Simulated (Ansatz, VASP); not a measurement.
## Two plane-wave programs on GaAs

Contents of POSCAR:

```
GaAs
1.0
    0.0000000000      2.7135270810      2.8330831917
    2.7135270810      0.0000000000      2.8330831917
    2.7135270810      2.7135270810      0.0000000000
Ga As
1 1
Direct
    0.0000000000      0.0000000000      0.0000000000
    0.2500000000      0.2500000000      0.2500000000
```

File INCAR.step1:

```
SYSTEM = GaAs
PREC     = Accurate       ! precision mode
ENCUT    = 520            ! plane-wave cutoff, eV
EDIFF    = 1E-5           ! SCF threshold, eV
ISMEAR   = 0              ! smearing method
SIGMA    = 0.01           ! smearing width, eV
LREAL    = .False.        ! projectors in reciprocal space
LASPH    = .True.         ! aspherical terms in the spheres
NELM     = 80             ! most SCF steps
ALGO     = Normal         ! electronic algorithm
ISIF     = 2              ! what is computed and relaxed
LWAVE    = .True.         ! write WAVECAR
LCHARG   = .False.        ! write CHGCAR
NBANDS   = 16             ! bands
GGA      = PE             ! functional
```

The input INCAR.step2:

```
SYSTEM = GaAs
PREC     = Accurate       ! precision mode
ENCUT    = 520            ! plane-wave cutoff, eV
EDIFF    = 1E-6           ! SCF threshold, eV
ISMEAR   = 0              ! smearing method
SIGMA    = 0.01           ! smearing width, eV
LREAL    = .False.        ! projectors in reciprocal space
LASPH    = .True.         ! aspherical terms in the spheres
NELM     = 80             ! most SCF steps
ALGO     = Normal         ! electronic algorithm
ISIF     = 2              ! what is computed and relaxed
LWAVE    = .False.        ! write WAVECAR
LCHARG   = .False.        ! write CHGCAR
GGA      = PE             ! functional
LHFCALC  = .True.         ! exact exchange
HFSCREEN = 0.2079         ! screening, 1/A
PRECFOCK = Normal       
NBANDS   = 16             ! bands
ISTART   = 1
```

Contents of KPOINTS:

```
Automatic mesh
0
Gamma
  6 6 6
  0 0 0
```

Input for Ansatz:

```yaml
crystal:
  lattice:
    - [0.0, 2.713527081, 2.8330831917]
    - [2.713527081, 0.0, 2.8330831917]
    - [2.713527081, 2.713527081, 0.0]
  atoms:
    - { symbol: Ga, position: [0.0, 0.0, 0.0] }
    - { symbol: As, position: [0.25, 0.25, 0.25] }
kpoints:
  mp_grid: { grid: [6, 6, 6] }
  band_path:
    path:
      - [0.0, 0.0, 0.0]
      - [-0.5, -0.5, 0.0]
      - [-0.375, -0.375, 0.25]
      - [-0.375, 0.0, 0.375]
      - [0.0, 0.0, 0.5]
      - [-0.5, -0.25, 0.25]
    npoints: 1
hamiltonian:
  xc: hse06
scf:
  occupations: { method: fixed }
  n_extra_bands: 4
output:
  forces: true
  stress: true
  eigenvalues: true
  write_density: true
  write_potential: true
  elf: true
  volumetric_format: npy
```

Change from the starting cell: biaxial_xy strain -4.2%.

Alike in both runs: task single point; functional HSE06; k mesh 6 × 6 × 6; no spin polarisation.

|  | VASP | Ansatz |
| --- | --- | --- |
| version | VASP 6.6.1 | Ansatz 0.2.0 |
| potentials or method | VASP PAW PBE potentials, release 64 (Ga_d, As) | plane waves, PAW |
| plane-wave cutoff (eV) | 520 | 420 |
| occupations | gaussian, width 0.01 eV | fixed |
| valence electrons in the cell | 18 | 28 |

|  | VASP | Ansatz | Ansatz less VASP |
| --- | --- | --- | --- |
| gap on the k mesh at the Fermi level (eV) | 1.72 | 1.70 | -0.014 |
| pressure (GPa) | 8.3 | 8.5 | +0.20 |
| traceless stress, the component that is largest in VASP (GPa) | -2.15 | -2.13 | +0.016 |

VASP's potentials hold 18 valence electrons a cell and Ansatz's 28, so a difference there can come from the potentials and not from the codes. Ansatz's warnings: stress exchange threshold loose, stress scf threshold loose.
